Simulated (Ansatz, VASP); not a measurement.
## One calculation of SnO2, two programs

File INCAR:

```
SYSTEM = SnO2
PREC = Accurate
ENCUT = 520
EDIFF = 1E-7
ISMEAR = 0
SIGMA = 0.05
LREAL = .FALSE.
LASPH = .TRUE.
NELM = 100
ALGO = Normal
ISIF = 2
LWAVE = .FALSE.
LCHARG = .FALSE.
GGA = PE
IVDW = 12
NBANDS = 49
```

KPOINTS

```
regular mesh
0
G
  9 9 2
  0 0 0
```

The input POSCAR:

```
SnO2
1.0
   -3.2372529198      0.0000000000      0.0000000000
   -1.6186264599     -2.8035432670      0.0000000000
    0.0000000000     -0.0000000001     12.8754773976
Sn O
3 6
Direct
    0.6666666667      0.6666666667      0.8333333333
    1.0000000000      0.0000000000      0.5000000000
    0.3333333333      0.3333333333      0.1666666667
    0.6666666667      0.6666666667      0.5769333518
    1.0000000000      0.0000000000      0.2436000185
    0.3333333333      0.3333333333      0.9102666852
    0.6666666667      0.6666666667      0.0897333148
    1.0000000000      0.0000000000      0.7563999815
    0.3333333333      0.3333333333      0.4230666482
```

Input for Ansatz:

```yaml
crystal:
  lattice:
    - [-3.2372529198, 0.0, 0.0]
    - [-1.6186264599, -2.803543267, 0.0]
    - [0.0, -1.0e-10, 12.8754773976]
  atoms:
    - { symbol: Sn, position: [0.6666666667, 0.6666666667, 0.8333333333] }
    - { symbol: Sn, position: [1.0, 0.0, 0.5] }
    - { symbol: Sn, position: [0.3333333333, 0.3333333333, 0.1666666667] }
    - { symbol: O, position: [0.6666666667, 0.6666666667, 0.5769333518] }
    - { symbol: O, position: [1.0, 0.0, 0.2436000185] }
    - { symbol: O, position: [0.3333333333, 0.3333333333, 0.9102666852] }
    - { symbol: O, position: [0.6666666667, 0.6666666667, 0.0897333148] }
    - { symbol: O, position: [1.0, 0.0, 0.7563999815] }
    - { symbol: O, position: [0.3333333333, 0.3333333333, 0.4230666482] }
basis:
  ecutwfc: 520.0
kpoints:
  mp_grid: { grid: [9, 9, 2] }
hamiltonian:
  xc: pbe
  pseudopotentials: { kind: paw, azcp: { folder: soft_1 } }
  dispersion: d3bj
scf:
  occupations: { method: gaussian, width: 0.05 }
output:
  forces: true
  stress: true
  eigenvalues: true
```

Alike in both runs: task single point; functional PBE; dispersion D3(BJ); k mesh 9 × 9 × 2; occupations gaussian, width 0.05 eV; no spin polarisation.

|  | VASP | Ansatz |
| --- | --- | --- |
| version | VASP 6.6.1 | Ansatz 0.2.0 |
| potentials or method | VASP PAW PBE potentials, release 64 (Sn_d, O), cutoff 520 eV | scalar-relativistic, plane waves, PAW |
| valence electrons in the cell | 78 | 78 |

Ansatz gave:

- gap on the k mesh at the Fermi level (eV): 1.57
- least direct gap on the mesh (eV): 1.57
- pressure (GPa): 0.0
- traceless stress, the component that is largest in VASP (GPa): 0.00
- rms of the force components (eV/Å): 0.000

What did VASP give for the same quantities?

gap on the k mesh at the Fermi level (eV): 1.55; least direct gap on the mesh (eV): 1.55; pressure (GPa): 0.7; traceless stress, the component that is largest in VASP (GPa): -0.46; rms of the force components (eV/Å): 0.027.

Atom by atom the forces differ by 0.027 eV/Å (rms over components).
